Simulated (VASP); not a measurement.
# AgCl (Fm-3m) in VASP: further runs, part 2 of 3

VASP 6.6.1.

## (3) Electric field gradients, PBEsol (volume scaled by 0.98)

INCAR reads:

```
SYSTEM = AgCl
  PREC = Accurate
  ENCUT = 520
  EDIFF = 1E-8
  ISMEAR = -1
  SIGMA = 0.01
  LREAL = .FALSE.
  LASPH = .TRUE.
  NELM = 100
  ALGO = Normal
  ISIF = 2
  LWAVE = .FALSE.
  LCHARG = .FALSE.
  GGA = PS
  LEFG = .TRUE.
  NBANDS = 16
```

KPOINTS reads:

```
Automatic mesh
0
G
  9 9 9
  0 0 0
```

POSCAR reads:

```
AgCl
1.0
    0.0000000000      2.7545376942      2.7545376942
    2.7545376942      0.0000000000      2.7545376942
    2.7545376942      2.7545376942      0.0000000000
Ag Cl
1 1
Direct
    0.5000000000      0.5000000000      0.5000000000
    0.0000000000      0.0000000000      0.0000000000
```

Potentials or basis: VASP PAW PBE potentials, release 64 (Ag, Cl).

Started as:

```console
> cat potpaw_PBE.64/Ag/POTCAR potpaw_PBE.64/Cl/POTCAR > POTCAR
> mpirun -np 1 vasp_std > vasp.out
```

OUTCAR:

```text
SYSTEM = AgCl
   PREC = Accurate
   ENCUT = 520
   EDIFF = 1E-8
   ISMEAR = -1
   LREAL = .FALSE.
   LASPH = .TRUE.
   NELM = 100
   ISIF = 2
   GGA = PS

 ion  position               nearest neighbor table
   1  0.500  0.500  0.500-   2 2.75   2 2.75   2 2.75   2 2.75   2 2.75   2 2.75
   2  0.000  0.000  0.000-   1 2.75   1 2.75   1 2.75   1 2.75   1 2.75   1 2.75

  LATTYP: Found a face centered cubic cell.
 ALAT       =     5.5090753884

  Lattice vectors:

 A1 = (   0.0000000000,   2.7545376942,   2.7545376942)
 A2 = (   2.7545376942,   0.0000000000,   2.7545376942)
 A3 = (   2.7545376942,   2.7545376942,   0.0000000000)

Analysis of symmetry for initial positions (statically):
=====================================================================
 Subroutine PRICEL returns:
 Original cell was already a primitive cell.

 Routine SETGRP: Setting up the symmetry group for a
 face centered cubic supercell.

 Subroutine GETGRP returns: Found 48 space group operations
 (whereof 48 operations were pure point group operations)
 out of a pool of 48 trial point group operations.

The static configuration has the point symmetry O_h .

Analysis of symmetry for dynamics (positions and initial velocities):
=====================================================================
 Subroutine PRICEL returns:
 Original cell was already a primitive cell.

 Routine SETGRP: Setting up the symmetry group for a
 face centered cubic supercell.

 Subroutine GETGRP returns: Found 48 space group operations
 (whereof 48 operations were pure point group operations)
 out of a pool of 48 trial point group operations.

The dynamic configuration has the point symmetry O_h .

[... 151 lines left out ...]
 Fermi energy:         4.1669653944

 k-point     1 :       0.0000    0.0000    0.0000
  band No.  band energies     occupation
      1     -11.3085      2.00000
      2       1.4126      2.00000
      3       1.4126      2.00000
      4       1.4126      2.00000
      5       1.4533      2.00000
      6       1.4533      2.00000
[... 433 lines left out ...]
      3       0.7648      2.00000
      4       0.7648      2.00000
      5       1.0657      2.00000
      6       1.6501      2.00000
[... 8 lines left out ...]
     15      19.3677      0.00000
     16      19.3679      0.00000

 [... further k-points ...]
[... 5 lines left out ...]
  --------------------------------------------------------------------------------------
  -------------------------------------------------------------------------------------
  Total       -0.4803746     -0.4803746     -0.4803746      0.0000000      0.0000000      0.0000000
  in kB      -18.4125732    -18.4125732    -18.4125732      0.0000000      0.0000000      0.0000000
  external PRESSURE =     -18.4125732 kB  Pullay stress =       0.0000000 kB

 VOLUME and BASIS-vectors are now :
 -----------------------------------------------------------------------------
  energy-cutoff  :      520.00
  volume of cell :       41.80
      direct lattice vectors                 reciprocal lattice vectors
     0.000000000  2.754537694  2.754537694    -0.181518663  0.181518663  0.181518663
     2.754537694  0.000000000  2.754537694     0.181518663 -0.181518663  0.181518663
     2.754537694  2.754537694  0.000000000     0.181518663  0.181518663 -0.181518663

 POSITION                                       TOTAL-FORCE (eV/Angst)
 -----------------------------------------------------------------------------------
      2.75454      2.75454      2.75454         0.000000      0.000000      0.000000
      0.00000      0.00000      0.00000        -0.000000     -0.000000     -0.000000
 -----------------------------------------------------------------------------------
    total drift:                                0.000000      0.000000      0.000000

  FREE ENERGIE OF THE ION-ELECTRON SYSTEM (eV)
  ---------------------------------------------------
  free  energy   TOTEN  =        -6.0531061606 eV

  energy  without entropy=       -6.0531061606  energy(sigma->0) =       -6.05310616

 Electric field gradients (V/A^2)
---------------------------------------------------------------------
 ion       V_xx      V_yy      V_zz      V_xy      V_xz      V_yz
---------------------------------------------------------------------
   1       0.000     0.000    -0.000    -0.001    -0.001    -0.001
   2      -0.000     0.000     0.000    -0.001    -0.001    -0.001
---------------------------------------------------------------------

 Electric field gradients after diagonalization (V/A^2)
 (convention: |V_zz| > |V_xx| > |V_yy|)
----------------------------------------------------------------------
 ion       V_xx      V_yy      V_zz     asymmetry (V_yy - V_xx)/ V_zz
----------------------------------------------------------------------
   1       0.001     0.001    -0.001       0.000
   2       0.001     0.001    -0.001       0.000
----------------------------------------------------------------------

           NMR quadrupolar parameters

 Cq : quadrupolar parameter    Cq=e*Q*V_zz/h
 eta: asymmetry parameters     (V_yy - V_xx)/ V_zz
 Q  : nuclear electric quadrupole moment in mb (millibarn)
----------------------------------------------------------------------
 ion       Cq(MHz)       eta       Q (mb)
----------------------------------------------------------------------
   1      -0.000       0.000       1.000
   2      -0.000       0.000       1.000
----------------------------------------------------------------------
```

OSZICAR:

```text
N       E                     dE             d eps       ncg     rms          rms(c)
DAV:   1     0.880187620956E+02    0.88019E+02   -0.86765E+03  1128   0.102E+03
DAV:   2    -0.327831434437E+01   -0.91297E+02   -0.84067E+02  1408   0.213E+02
DAV:   3    -0.620055212984E+01   -0.29222E+01   -0.29147E+01  1464   0.388E+01
DAV:   4    -0.621505186083E+01   -0.14500E-01   -0.14498E-01  1376   0.312E+00
DAV:   5    -0.621520674976E+01   -0.15489E-03   -0.15489E-03  1440   0.322E-01    0.681E+00
DAV:   6    -0.605728632958E+01    0.15792E+00   -0.28077E-01  1448   0.706E+00    0.441E+00
DAV:   7    -0.605449103270E+01    0.27953E-02   -0.67332E-02  1296   0.171E+00    0.200E+00
DAV:   8    -0.605310715491E+01    0.13839E-02   -0.39167E-03  1368   0.644E-01    0.294E-01
DAV:   9    -0.605307702840E+01    0.30127E-04   -0.37966E-04  1424   0.260E-01    0.482E-02
DAV:  10    -0.605310377635E+01   -0.26748E-04   -0.43276E-05  1392   0.592E-02    0.116E-02
DAV:  11    -0.605310619883E+01   -0.24225E-05   -0.18669E-06  1448   0.106E-02    0.199E-03
DAV:  12    -0.605310621091E+01   -0.12073E-07   -0.16999E-07  1296   0.273E-03    0.703E-04
DAV:  13    -0.605310617687E+01    0.34035E-07   -0.14358E-08  1360   0.104E-03    0.478E-04
DAV:  14    -0.605310615702E+01    0.19857E-07   -0.33138E-09   744   0.391E-04    0.120E-04
DAV:  15    -0.605310616064E+01   -0.36241E-08   -0.38184E-10   664   0.175E-04
   1 F= -.60531062E+01 E0= -.60531062E+01  d E =-.383231E-12
```

Wall time 23 s (1 thread of Intel Xeon Platinum 8375C at 2.90GHz (Ice Lake), shared host); peak memory 0.18 GiB.

Results:

```yaml
Free_energy: -6.0531 eV
Pressure: -1.8 GPa
Band_gap_on_the_k_mesh: 0.77 eV, indirect (least direct gap 3.06 eV)
```

Caveat: without QUAD_EFG the Cq values of the log hold for a quadrupole moment of 1 mb, not for the nuclei; the PAW data sets were made with another functional, which shifts forces and pressure a little. A k mesh can miss the band edges.

## (4) Electric field gradients, PBEsol (volume scaled by 0.99)

INCAR reads:

```
PREC = Accurate
ENCUT = 520
EDIFF = 1E-8
ISMEAR = -1
SIGMA = 0.01
LREAL = F
LASPH = T
NELM = 80
ALGO = Normal
ISIF = 2
LWAVE = F
LCHARG = F
GGA = PS
LEFG = T
NBANDS = 16
```

KPOINTS reads:

```
Automatic mesh
0
Gamma
  9 9 9
```

POSCAR reads:

```
AgCl
1.0
    0.0000000000      2.7638751816      2.7638751816
    2.7638751816      0.0000000000      2.7638751816
    2.7638751816      2.7638751816      0.0000000000
Ag Cl
1 1
Direct
    0.5000000000      0.5000000000      0.5000000000
    0.0000000000      0.0000000000      0.0000000000
```

Potentials or basis: VASP PAW PBE potentials, release 64 (Ag, Cl).

Started as:

```console
> cat potpaw_PBE.64/Ag/POTCAR potpaw_PBE.64/Cl/POTCAR > POTCAR
> mpirun -np 1 vasp_std > vasp.out
```

OUTCAR:

```text
PREC = Accurate
   ENCUT = 520
   EDIFF = 1E-8
   ISMEAR = -1
   LREAL = F
   LASPH = T
   NELM = 80
   ISIF = 2
   GGA = PS

 ion  position               nearest neighbor table
   1  0.500  0.500  0.500-   2 2.76   2 2.76   2 2.76   2 2.76   2 2.76   2 2.76
   2  0.000  0.000  0.000-   1 2.76   1 2.76   1 2.76   1 2.76   1 2.76   1 2.76

  LATTYP: Found a face centered cubic cell.
 ALAT       =     5.5277503632

  Lattice vectors:

 A1 = (   0.0000000000,   2.7638751816,   2.7638751816)
 A2 = (   2.7638751816,   0.0000000000,   2.7638751816)
 A3 = (   2.7638751816,   2.7638751816,   0.0000000000)

Analysis of symmetry for initial positions (statically):
=====================================================================
 Subroutine PRICEL returns:
 Original cell was already a primitive cell.

 Routine SETGRP: Setting up the symmetry group for a
 face centered cubic supercell.

 Subroutine GETGRP returns: Found 48 space group operations
 (whereof 48 operations were pure point group operations)
 out of a pool of 48 trial point group operations.

The static configuration has the point symmetry O_h .

Analysis of symmetry for dynamics (positions and initial velocities):
=====================================================================
 Subroutine PRICEL returns:
 Original cell was already a primitive cell.

 Routine SETGRP: Setting up the symmetry group for a
 face centered cubic supercell.

 Subroutine GETGRP returns: Found 48 space group operations
 (whereof 48 operations were pure point group operations)
 out of a pool of 48 trial point group operations.

The dynamic configuration has the point symmetry O_h .

 Subroutine INISYM returns: Found 48 space group operations
 (whereof 48 operations are pure point group operations),
[... 150 lines left out ...]

 k-point     1 :       0.0000    0.0000    0.0000
  band No.  band energies     occupation
      1     -11.3697      2.00000
      2       1.3248      2.00000
      3       1.3248      2.00000
      4       1.3248      2.00000
      5       1.3648      2.00000
      6       1.3648      2.00000
[... 433 lines left out ...]
      3       0.6891      2.00000
      4       0.6891      2.00000
      5       0.9870      2.00000
      6       1.5569      2.00000
[... 8 lines left out ...]
     15      19.2255      0.00000
     16      19.2259      0.00000

 [... further k-points ...]
[... 5 lines left out ...]
  --------------------------------------------------------------------------------------
  -------------------------------------------------------------------------------------
  Total       -0.6076829     -0.6076829     -0.6076829      0.0000000      0.0000000     -0.0000000
  in kB      -23.0569760    -23.0569760    -23.0569760      0.0000000      0.0000000     -0.0000000
  external PRESSURE =     -23.0569760 kB  Pullay stress =       0.0000000 kB

 VOLUME and BASIS-vectors are now :
 -----------------------------------------------------------------------------
  energy-cutoff  :      520.00
  volume of cell :       42.23
      direct lattice vectors                 reciprocal lattice vectors
     0.000000000  2.763875182  2.763875182    -0.180905420  0.180905420  0.180905420
     2.763875182  0.000000000  2.763875182     0.180905420 -0.180905420  0.180905420
     2.763875182  2.763875182  0.000000000     0.180905420  0.180905420 -0.180905420

 POSITION                                       TOTAL-FORCE (eV/Angst)
 -----------------------------------------------------------------------------------
      2.76388      2.76388      2.76388        -0.000000     -0.000000      0.000000
      0.00000      0.00000      0.00000         0.000000      0.000000     -0.000000
 -----------------------------------------------------------------------------------
    total drift:                                0.000000      0.000000      0.000000

  FREE ENERGIE OF THE ION-ELECTRON SYSTEM (eV)
  ---------------------------------------------------
  free  energy   TOTEN  =        -6.0478159052 eV

  energy  without entropy=       -6.0478159052  energy(sigma->0) =       -6.04781591

 Electric field gradients (V/A^2)
---------------------------------------------------------------------
 ion       V_xx      V_yy      V_zz      V_xy      V_xz      V_yz
---------------------------------------------------------------------
   1      -0.000    -0.000    -0.000    -0.001    -0.001    -0.001
   2       0.000    -0.000     0.000    -0.001    -0.001    -0.001
---------------------------------------------------------------------

 Electric field gradients after diagonalization (V/A^2)
 (convention: |V_zz| > |V_xx| > |V_yy|)
----------------------------------------------------------------------
 ion       V_xx      V_yy      V_zz     asymmetry (V_yy - V_xx)/ V_zz
----------------------------------------------------------------------
   1       0.001     0.001    -0.001       0.000
   2       0.001     0.001    -0.001       0.000
----------------------------------------------------------------------

           NMR quadrupolar parameters

 Cq : quadrupolar parameter    Cq=e*Q*V_zz/h
 eta: asymmetry parameters     (V_yy - V_xx)/ V_zz
 Q  : nuclear electric quadrupole moment in mb (millibarn)
----------------------------------------------------------------------
 ion       Cq(MHz)       eta       Q (mb)
----------------------------------------------------------------------
   1      -0.000       0.000       1.000
   2      -0.000       0.000       1.000
----------------------------------------------------------------------
```

Run time: 22 s. Hardware: 1 thread of Intel Xeon Platinum 8375C at 2.90GHz (Ice Lake), shared host; peak memory 0.18 GiB.

Results:

```yaml
Free_energy: -6.0478 eV
Pressure: -2.3 GPa
Band_gap_on_the_k_mesh: 0.78 eV, indirect (least direct gap 3.03 eV)
```

Levels at points of the mesh, in eV from the valence-band top:
```csv
k point,band 7,band 8,band 9,band 10,band 11,band 12
"(0.00, 0.00, 0.00)",-2.33,-2.33,-2.33,0.77,10.79,10.79
```

Caveat: without QUAD_EFG the Cq values of the log hold for a quadrupole moment of 1 mb, not for the nuclei; the PAW data sets were made with another functional, which shifts forces and pressure a little.

## (5) Electric field gradients, PBEsol (volume scaled by 1.01)

INCAR reads:

```
ALGO = Normal ; EDIFF = 1E-8
ENCUT = 520 ; GGA = PS
ISIF = 2 ; ISMEAR = -1
LASPH = T ; LCHARG = F
LEFG = T ; LREAL = F
LWAVE = F ; NBANDS = 16
NELM = 80 ; PREC = Accurate
SIGMA = 0.01
```

KPOINTS reads:

```
k-points
0
Gamma
  9 9 9
```

POSCAR reads:

```
AgCl
1.0
    0.0000000000      2.7823631906      2.7823631906
    2.7823631906      0.0000000000      2.7823631906
    2.7823631906      2.7823631906      0.0000000000
Ag Cl
1 1
Direct
    0.5000000000      0.5000000000      0.5000000000
    0.0000000000      0.0000000000      0.0000000000
```

Potentials or basis: VASP PAW PBE potentials, release 64 (Ag, Cl).

Started as:

```console
> cat potpaw_PBE.64/Ag/POTCAR potpaw_PBE.64/Cl/POTCAR > POTCAR
> mpirun -np 1 vasp_std > vasp.out
```

OUTCAR:

```text
EDIFF = 1E-8
   ENCUT = 520
   GGA = PS
   ISIF = 2
   ISMEAR = -1
   LASPH = T
   LREAL = F
   NELM = 80
   PREC = Accurate

 ion  position               nearest neighbor table
   1  0.500  0.500  0.500-   2 2.78   2 2.78   2 2.78   2 2.78   2 2.78   2 2.78
   2  0.000  0.000  0.000-   1 2.78   1 2.78   1 2.78   1 2.78   1 2.78   1 2.78

  LATTYP: Found a face centered cubic cell.
 ALAT       =     5.5647263812

  Lattice vectors:

 A1 = (   0.0000000000,   2.7823631906,   2.7823631906)
 A2 = (   2.7823631906,   0.0000000000,   2.7823631906)
[... 668 lines left out ...]
  ---------------------------------------------------
  free  energy   TOTEN  =        -6.0336652766 eV

  energy  without entropy=       -6.0336652766  energy(sigma->0) =       -6.03366528

 Electric field gradients (V/A^2)
---------------------------------------------------------------------
 ion       V_xx      V_yy      V_zz      V_xy      V_xz      V_yz
---------------------------------------------------------------------
   1       0.000     0.000     0.000    -0.000    -0.000    -0.000
   2      -0.000    -0.000    -0.000    -0.000    -0.000    -0.000
---------------------------------------------------------------------

 Electric field gradients after diagonalization (V/A^2)
 (convention: |V_zz| > |V_xx| > |V_yy|)
----------------------------------------------------------------------
 ion       V_xx      V_yy      V_zz     asymmetry (V_yy - V_xx)/ V_zz
----------------------------------------------------------------------
   1       0.000     0.000    -0.000       0.000
   2       0.000     0.000    -0.001       0.000
----------------------------------------------------------------------

           NMR quadrupolar parameters

 Cq : quadrupolar parameter    Cq=e*Q*V_zz/h
 eta: asymmetry parameters     (V_yy - V_xx)/ V_zz
 Q  : nuclear electric quadrupole moment in mb (millibarn)
----------------------------------------------------------------------
 ion       Cq(MHz)       eta       Q (mb)
----------------------------------------------------------------------
   1      -0.000       0.000       1.000
   2      -0.000       0.000       1.000
----------------------------------------------------------------------
```

stdout:

```text
POSCAR found type information on POSCAR AgCl
 POSCAR found :  2 types and       2 ions
 scaLAPACK will be used
 -----------------------------------------------------------------------------
|                                                                             |
|                                                                             |
|     You enforced a specific xc type in the INCAR file but a different       |
|     I HOPE YOU KNOW WHAT YOU ARE DOING!                                     |
|                                                                             |
 -----------------------------------------------------------------------------

 LDA part: xc-table for (Slater+PW92), standard interpolation
 POSCAR, INCAR and KPOINTS ok, starting setup
 FFT: planning ... GRIDC
 FFT: planning ... GRID_SOFT
 FFT: planning ... GRID
 WAVECAR not read
 entering main loop
ion   1

ion   2
```

It took 21 s on 1 thread of Intel Xeon Platinum 8375C at 2.90GHz (Ice Lake), shared host; peak memory 0.18 GiB.

Results:

```yaml
Free_energy: -6.0337 eV
Pressure: -3.1 GPa
Band_gap_on_the_k_mesh: 0.78 eV, indirect (least direct gap 2.97 eV)
```

Levels at points of the mesh, in eV from the valence-band top:
```
           k point  band 6  band 7  band 8  band 9  band 10  band 11  band 12  band 13
(0.00, 0.00, 0.00)   -2.35   -2.25   -2.25   -2.25     0.78    10.79    10.79    10.79
```

Caveat: without QUAD_EFG the Cq values of the log hold for a quadrupole moment of 1 mb, not for the nuclei; the PAW data sets were made with another functional, which shifts forces and pressure a little. A k mesh can miss the band edges.

(Part 2 of 3 ends here.)
